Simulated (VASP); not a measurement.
# LiTmH4 (Cmm2) in VASP: a series of runs

LiTmH4 is run at these levels: PBE; tasks: single point, relaxation of cell and atoms.

All numbers are computed with VASP 6.6.1; they aren't measurements. Logs are shortened: lines on timing, memory, paths and dates and some standing lists are left out, and cuts for length are marked.

## (1) The cell of the first run

It takes space group Cmm2 (No. 35, orthorhombic). The conventional cell has a = 4.395 Å, b = 5.513 Å, c = 4.779 Å, α = 90.00°, β = 90.00°, γ = 90.00°. Within 2.5 Å of Li (site symmetry mm2) lie 6 H at 1.92 to 1.99 Å. Within 2.7 Å of Tm (site symmetry mm2) lie 10 H at 2.01 to 2.54 Å. H (site symmetry m) has 5 H at 1.88 to 2.48 Å and 1 Li at 1.92 Å and 3 Tm at 2.01 to 2.54 Å within 2.6 Å. Within 2.6 Å of H (site symmetry 2) lie 2 Li at 1.99 Å and 4 H at 2.20 to 2.48 Å and 2 Tm at 2.20 Å.

The cell was generated, and may not be a known phase.

## (2) Single point, PBE

INCAR

```
PREC = Accurate
ENCUT = 750
EDIFF = 1E-6
ISMEAR = 0
SIGMA = 0.1
LREAL = False
LASPH = True
NELM = 200
ALGO = Normal
ISIF = 2
LWAVE = False
LCHARG = False
GGA = PE
NBANDS = 17
GGA_COMPAT = False
LMAXMIX = 6
```

KPOINTS

```
Automatic mesh
0
Gamma
  10 10 6
```

POSCAR

```
LiTmH4
1.0
    2.1972904518     -2.7562958029      0.0000000000
    2.1972904518      2.7562958029      0.0000000000
    0.0000000000      0.0000000000      4.7791608530
Li Tm H
1 1 4
Direct
    0.0000000000      0.0000000000      0.8163303635
    0.5000000000      0.5000000000      0.3473481697
    0.1702523211      0.8297476789      0.1660086755
    0.8297476789      0.1702523211      0.1660086755
    0.0000000000      0.5000000000      0.6224906328
    0.5000000000      0.0000000000      0.6224906328
```

Potentials or basis: VASP PAW PBE potentials, release 64 (Li_sv, Tm_3, H), 4f in core.

The run is started by

```bash
$ cat potpaw_PBE.64/Li_sv/POTCAR potpaw_PBE.64/Tm_3/POTCAR potpaw_PBE.64/H/POTCAR > POTCAR
$ mpirun -np 1 vasp_std > vasp.out
```

OUTCAR:

```text
PREC = Accurate
   ENCUT = 750
   EDIFF = 1E-6
   ISMEAR = 0
   LREAL = False
   LASPH = True
   NELM = 200
   ISIF = 2
   GGA = PE

 ion  position               nearest neighbor table
   1  0.000  0.000  0.816-   2 3.14   2 3.14
   2  0.500  0.500  0.347-   3 2.01   4 2.01   5 2.20   6 2.20   6 2.20   5 2.20   1 3.14   1 3.14

   3  0.170  0.830  0.166-   2 2.01
   4  0.830  0.170  0.166-   2 2.01
   5  0.000  0.500  0.622-   2 2.20   2 2.20
   6  0.500  0.000  0.622-   2 2.20   2 2.20

  LATTYP: Found a base centered orthorhombic cell.
 ALAT       =     4.3945809036
 B/A-ratio  =     1.2544066719
 C/A-ratio  =     1.0875123152

  Lattice vectors:

 A1 = (   2.1972904518,  -2.7562958029,   0.0000000000)
 A2 = (   2.1972904518,   2.7562958029,   0.0000000000)
 A3 = (   0.0000000000,   0.0000000000,   4.7791608530)

Analysis of symmetry for initial positions (statically):
=====================================================================
 Subroutine PRICEL returns:
 Original cell was already a primitive cell.

 Routine SETGRP: Setting up the symmetry group for a
 base centered orthorhombic supercell.

 Subroutine GETGRP returns: Found  4 space group operations
 (whereof  4 operations were pure point group operations)
 out of a pool of  8 trial point group operations.

The static configuration has the point symmetry C_2v.

Analysis of symmetry for dynamics (positions and initial velocities):
=====================================================================
 Subroutine PRICEL returns:
 Original cell was already a primitive cell.

 Routine SETGRP: Setting up the symmetry group for a
 base centered orthorhombic supercell.

 Subroutine GETGRP returns: Found  4 space group operations
 (whereof  4 operations were pure point group operations)
 out of a pool of  8 trial point group operations.

The dynamic configuration has the point symmetry C_2v.

 Subroutine INISYM returns: Found  4 space group operations
 (whereof  4 operations are pure point group operations),
 and found     1 'primitive' translations

----------------------------------------------------------------------------------------

                                     Primitive cell

  volume of cell :      57.8889

  direct lattice vectors                    reciprocal lattice vectors
     2.197290452 -2.756295803  0.000000000     0.227552984 -0.181402881  0.000000000
     2.197290452  2.756295803  0.000000000     0.227552984  0.181402881  0.000000000
     0.000000000  0.000000000  4.779160853     0.000000000  0.000000000  0.209241754

  length of vectors
     3.524947075  3.524947075  4.779160853     0.291010938  0.291010938  0.209241754

  position of ions in fractional coordinates (direct lattice)
     0.000000000  0.000000000  0.816330364
     0.500000000  0.500000000  0.347348170
     0.170252321  0.829747679  0.166008676
     0.829747679  0.170252321  0.166008676
     0.000000000  0.500000000  0.622490633
     0.500000000  0.000000000  0.622490633

  ion indices of the primitive-cell ions
   primitive index   ion index
                 1           1
                 2           2
                 3           3
                 4           4
                 5           5
                 6           6

----------------------------------------------------------------------------------------

 KPOINTS: Automatic mesh

Automatic generation of k-mesh.
 Grid dimensions read from file:
 generate k-points for:   10   10    6

 Generating k-lattice:

  Cartesian coordinates                     Fractional coordinates (reciprocal lattice)
     0.022755298 -0.018140288  0.000000000     0.100000000 -0.000000000  0.000000000
     0.022755298  0.018140288  0.000000000    -0.000000000  0.100000000  0.000000000
     0.000000000  0.000000000  0.034873626     0.000000000  0.000000000  0.166666667

  Length of vectors
     0.029101094  0.029101094  0.034873626

  Shift w.r.t. Gamma in fractional coordinates (k-lattice)
     0.000000000  0.000000000  0.000000000

 Subroutine IBZKPT returns following result:
 ===========================================

 Found    124 irreducible k-points:

 Following reciprocal coordinates:
            Coordinates               Weight
  0.000000  0.000000  0.000000      1.000000
  0.100000  0.000000  0.000000      4.000000
  0.200000  0.000000  0.000000      4.000000
  0.300000  0.000000  0.000000      4.000000
  0.400000  0.000000  0.000000      4.000000
  0.500000  0.000000  0.000000      2.000000
[... 16 lines left out ...]
  0.300000  0.300000  0.000000      2.000000
  0.400000  0.300000  0.000000      4.000000
 [... further k-points ...]
   k-points           NKPTS =    124   k-points in BZ     NKDIM =    124   number of bands    NBANDS=     17
   number of dos      NEDOS =    301   number of ions     NIONS =      6
   total plane-waves  NPLWV =  49152
   dimension x,y,z NGX =    32 NGY =   32 NGZ =   48
   dimension x,y,z NGXF=    64 NGYF=   64 NGZF=   96
   ions per type =               1   1   4
   NGX,Y,Z   is equivalent  to a cutoff of  15.09, 15.09, 16.70 a.u.
   NGXF,Y,Z  is equivalent  to a cutoff of  30.18, 30.18, 33.39 a.u.
 SYSTEM =  unknown system
   PREC   = accura    normal or accurate (medium, high low for compatibility)
   ISTART =      0    job   : 0-new  1-cont  2-samecut
   ICHARG =      2    charge: 1-file 2-atom 10-const
   ISPIN  =      1    spin polarized calculation?
   LNONCOLLINEAR =      F non collinear calculations
   LSORBIT =      F    spin-orbit coupling
   LASPH  =      T    aspherical Exc in radial PAW
   ENCUT  =  750.0 eV  55.12 Ry    7.42 a.u.   7.87  7.87 10.67*2*pi/ulx,y,z
   NELM   =    200;   NELMIN=  2; NELMDL= -5     # of ELM steps
   EDIFF  = 0.1E-05   stopping-criterion for ELM
   LREAL  =      F    real-space projection
[... 7 lines left out ...]
   TEBEG  =    0.0;   TEEND  =   0.0 temperature during run
   PSTRESS=    0.0 pullay stress
   NELECT =      16.0000    total number of electrons
   NUPDOWN=      -1.0000    fix difference up-down
   EMIN   =  10.00;   EMAX   =-10.00  energy-range for DOS
   EFERMI =   0.00;   METHOD = LEGACY
   ISMEAR =     0;   SIGMA  =   0.10  broadening in eV -4-tet -1-fermi 0-gaus
   EFERMI_NEDOS =   21; number of points for ismear=-14 and -15
   IALGO  =     38    algorithm
   IMIX   =      4    mixing-type and parameters
     AMIX     =   0.40;   BMIX     =  1.00
     AMIX_MAG =   1.60;   BMIX_MAG =  1.00
  volume/ion in A,a.u.               =       9.65        65.11
  Fermi-wavevector in a.u.,A,eV,Ry     =   1.066391  2.015187 15.472409  1.137190
  Thomas-Fermi vector in A             =   2.201974
   LORBIT       =      0    0 simple, 1 ext, 2 COOP (PROOUT), +10 PAW based schemes
   GGA     = PE    functional components
   LHFCALC =     F    Hartree Fock is set to
   AEXX    =    0.0000 exact exchange contribution
   IVDW    =     0    specifies the selected vdW correction
   LEPSILON=     F    determine dielectric tensor
   LRPA    =     F    only Hartree local field effects (RPA)
 non-spin polarized calculation
 Gauss-broadening in eV      SIGMA  =   0.10
  energy-cutoff  :      750.00
  volume of cell :       57.89
 maximum number of plane-waves:      2754
   NGX = 15   NGY = 15   NGZ = 21

 number of electron      16.0000003 magnetization

 Free energy of the ion-electron system (eV)
  ---------------------------------------------------
  ext. energy  EPLUGINS =         0.00000000
  ---------------------------------------------------
  free energy    TOTEN  =       -21.67659592 eV

  energy without entropy =      -21.67538099  energy(sigma->0) =      -21.67598845

 E-fermi :   1.9914     XC(G=0):  -9.1870

 val. band max:        1.8958429633   @ k =   0.1000   0.0000   0.1667
 cond. band min:       2.0473834354   @ k =   0.1000   0.0000   0.0000
 fundamental gap:      0.1515404721
 Fermi energy:         1.9913697587

 k-point     1 :       0.0000    0.0000    0.0000
  band No.  band energies     occupation
      1     -44.0484      2.00000
      2     -23.4921      2.00000
      3     -23.2494      2.00000
      4     -22.9693      2.00000
      5      -6.2073      2.00000
      6      -2.0439      2.00000
[... 9 lines left out ...]
     16      11.6982      0.00000
     17      12.5700      0.00000

 k-point     2 :       0.1000    0.0000    0.0000
  band No.  band energies     occupation
      1     -44.0483      2.00000
      2     -23.4879      2.00000
      3     -23.2629      2.00000
      4     -22.9861      2.00000
      5      -6.0580      2.00000
      6      -2.0475      2.00000
[... 9 lines left out ...]
     16      11.4954      0.00000
     17      12.6661      0.00000

 k-point     3 :       0.2000    0.0000    0.0000
  band No.  band energies     occupation
      1     -44.0479      2.00000
      2     -23.4767      2.00000
      3     -23.3073      2.00000
      4     -23.0199      2.00000
      5      -5.6324      2.00000
      6      -2.0658      2.00000
[... 9 lines left out ...]
     16      11.4796      0.00000
     17      12.1337      0.00000

 k-point     4 :       0.3000    0.0000    0.0000
  band No.  band energies     occupation
      1     -44.0475      2.00000
      2     -23.4629      2.00000
      3     -23.3769      2.00000
      4     -23.0448      2.00000
      5      -4.9898      2.00000
      6      -2.1326      2.00000
[... 9 lines left out ...]
     16      11.6614      0.00000
     17      11.8658      0.00000
[... 343 lines left out ...]
      1     -44.0475      2.00000
      2     -23.4636      2.00000
      3     -23.3158      2.00000
      4     -23.0998      2.00000
      5      -5.2761      2.00000
      6      -2.2025      2.00000
[... 9 lines left out ...]
     16       9.9524      0.00000
     17      11.9681      0.00000

 k-point    23 :       0.3000    0.3000    0.0000
  band No.  band energies     occupation
      1     -44.0466      2.00000
      2     -23.4353      2.00000
      3     -23.4045      2.00000
      4     -23.2051      2.00000
      5      -3.6405      2.00000
      6      -2.0978      2.00000
[... 9 lines left out ...]
     16      10.1961      0.00000
     17      12.0294      0.00000

 k-point    24 :       0.4000    0.3000    0.0000
  band No.  band energies     occupation
      1     -44.0463      2.00000
      2     -23.4299      2.00000
      3     -23.4249      2.00000
      4     -23.2407      2.00000
      5      -3.0515      2.00000
      6      -2.4883      2.00000
[... 9 lines left out ...]
     16      11.0551      0.00000
     17      11.6097      0.00000

 [... further k-points ...]

------------------------ aborting loop because EDIFF is reached ----------------------------------------

  FORCE on cell =-STRESS in cart. coord.  units (eV):
  Direction    XX          YY          ZZ          XY          YZ          ZX
  --------------------------------------------------------------------------------------
  -------------------------------------------------------------------------------------
  Total        0.0040098      0.2978395      0.1043576      0.0000000      0.0000000      0.0000000
  in kB        0.1109784      8.2432388      2.8882820      0.0000000      0.0000000      0.0000000
  external PRESSURE =       3.7474997 kB  Pullay stress =       0.0000000 kB

 VOLUME and BASIS-vectors are now :
 -----------------------------------------------------------------------------
  energy-cutoff  :      750.00
  volume of cell :       57.89
      direct lattice vectors                 reciprocal lattice vectors
     2.197290452 -2.756295803  0.000000000     0.227552984 -0.181402881  0.000000000
     2.197290452  2.756295803  0.000000000     0.227552984  0.181402881  0.000000000
     0.000000000  0.000000000  4.779160853     0.000000000  0.000000000  0.209241754

 POSITION                                       TOTAL-FORCE (eV/Angst)
 -----------------------------------------------------------------------------------
      0.00000      0.00000      3.90137         0.000000      0.000000      0.004612
      2.19729      0.00000      1.66003         0.000000      0.000000     -0.004461
      2.19729      1.81776      0.79338         0.000000      0.049238     -0.015285
      2.19729     -1.81776      0.79338         0.000000     -0.049238     -0.015285
      1.09865      1.37815      2.97498         0.000000      0.000000      0.015209
      1.09865     -1.37815      2.97498         0.000000     -0.000000      0.015209
 -----------------------------------------------------------------------------------
    total drift:                                0.000000      0.000000      0.000216

  FREE ENERGIE OF THE ION-ELECTRON SYSTEM (eV)
  ---------------------------------------------------
  free  energy   TOTEN  =       -21.6765959178 eV

  energy  without entropy=      -21.6753809878  energy(sigma->0) =      -21.67598845
```

Wall time 1.8 min (1 thread of AMD EPYC 9R45 (Zen 5), shared host); peak memory 0.33 GiB.

Results:

```yaml
Free_energy: -21.6766 eV
Pressure: 0.4 GPa
Largest_force: 0.052 eV/Å
Band_gap_on_the_k_mesh: zero (bands 8 and 9 overlap by 0.30 eV)
```

Forces on the atoms (eV/Å):
```
Li   0.000  0.000  0.005
Tm   0.000  0.000 -0.004
H    0.000  0.049 -0.015
H    0.000 -0.049 -0.015
H    0.000  0.000  0.015
H    0.000  0.000  0.015
```

Caveat: spin-orbit coupling is left out, which moves the levels of the heavy elements; the 4f electrons are frozen in the core, so they carry no moment and show no levels. Spin polarisation is off, so any magnetic state and its effect on volume and gap are missing.

## (3) Relaxation of cell and atoms, PBE

This run uses another cell than the first one, of 9.61 Å³/atom.

INCAR

```
  PREC = Accurate
  ENCUT = 750
  EDIFF = 1E-7
  ISMEAR = 0
  SIGMA = 0.1
  LREAL = False
  LASPH = True
  NELM = 200
  ALGO = Normal
  ISIF = 3
  LWAVE = False
  LCHARG = False
  GGA = PE
  IBRION = 2
  NSW = 100
  EDIFFG = -0.01
  GGA_COMPAT = False
  NELMIN = 4
  LMAXMIX = 6
```

KPOINTS

```
regular mesh
0
Gamma
  10 10 6
```

POSCAR

```
LiTmH4
1.0
    2.1822057936     -2.7564930667      0.0000000000
    2.1822057936      2.7564930667      0.0000000000
    0.0000000000      0.0000000000      4.7917002968
Li Tm H
1 1 4
Direct
    0.0000000000      0.0000000000      0.8145668336
    0.5000000000      0.5000000000      0.3470857610
    0.1681811737      0.8318188263      0.1678945528
    0.8318188263      0.1681811737      0.1678945528
    0.0000000000      0.5000000000      0.6216177249
    0.5000000000      0.0000000000      0.6216177249
```

Potentials or basis: VASP PAW PBE potentials, release 64 (Li_sv, Tm_3, H), 4f in core.

The run is started by

```bash
$ cat potpaw_PBE.64/Li_sv/POTCAR potpaw_PBE.64/Tm_3/POTCAR potpaw_PBE.64/H/POTCAR > POTCAR
$ mpirun -np 1 vasp_std > vasp.out
```

Run time: 2.7 min. Hardware: 1 thread of Intel Xeon 6975P-C (Granite Rapids), shared host; peak memory 0.35 GiB.

Results (log left out):

```
Free energy                           : -21.6774 eV
Relaxed volume                        : 9.66 Å³/atom
Relaxed cell                          : a = 3.526 Å, b = 3.526 Å, c = 4.794 Å, α = 90.00°, β = 90.00°, γ = 103.36°
Space group after relaxing (to 0.1 Å) : Cmm2 (No. 35)
Energy gained by relaxing             : 0.2 meV/atom
Ionic steps                           : 4
Pressure after relaxing               : 0.0 GPa
Largest force after relaxing          : 0.010 eV/Å
Band gap on the k mesh                : zero (bands 8 and 9 overlap by 0.36 eV)
```

Forces in eV/Å, atoms in the order of the input:
```
Li   0.000  0.000  0.005
Tm   0.000  0.000 -0.001
H    0.000 -0.008 -0.006
H    0.000  0.008 -0.006
H    0.000  0.000  0.005
H    0.000  0.000  0.005
```

Stress tensor (GPa, compression positive):
```
 0.05  0.00  0.00
 0.00 -0.02  0.00
 0.00  0.00 -0.13
```

The path:
| step | energy change (eV) | largest force (eV/Å) | pressure (GPa) | volume (Å³) |
| --- | --- | --- | --- | --- |
| 1 | 0.0000 | 0.0595 | 0.45 | 57.65 |
| 2 | -0.0008 | 0.0289 | 0.12 | 57.87 |
| 3 | -0.0009 | 0.0150 | -0.05 | 58.00 |
| 4 | -0.0010 | 0.0099 | -0.03 | 57.98 |

Final structure:
```xyz
6
Lattice="2.1861 -2.7663 0.0000 2.1861 2.7663 0.0000 0.0000 0.0000 4.7937" Properties=species:S:1:pos:R:3 pbc="T T T"
Li    2.1861   -2.7663    3.9069
Tm    2.1861    0.0000    1.6585
H     2.1861    1.8353    0.8034
H     2.1861   -1.8353    0.8034
H     3.2792   -1.3832    2.9829
H     1.0931   -1.3832    2.9829
```

Levels at points of the mesh, in eV from the Fermi level:
```tsv
k point	band 6	band 7	band 8	band 9	band 10	band 11
(0.00, 0.00, 0.00)	-4.10	-2.00	-0.29	0.22	3.47	4.00
(0.50, 0.00, 0.00)	-5.04	-3.94	-1.40	1.02	3.29	3.48
(0.50, 0.50, 0.00)	-4.70	-3.19	-2.44	0.54	2.17	2.64
(0.00, 0.00, 0.50)	-5.56	-1.82	0.19	1.93	2.69	3.29
(0.50, 0.00, 0.50)	-4.75	-4.18	-3.00	2.64	3.07	3.29
(0.50, 0.50, 0.50)	-4.72	-2.92	-2.75	2.05	3.14	3.17
```

Caveat: spin-orbit coupling is left out, which moves the levels of the heavy elements; the 4f electrons are frozen in the core, so they carry no moment and show no levels. Spin polarisation is off, so any magnetic state and its effect on volume and gap are missing.

The gap in the log of VASP goes by the Fermi energy; the results here count the filled bands.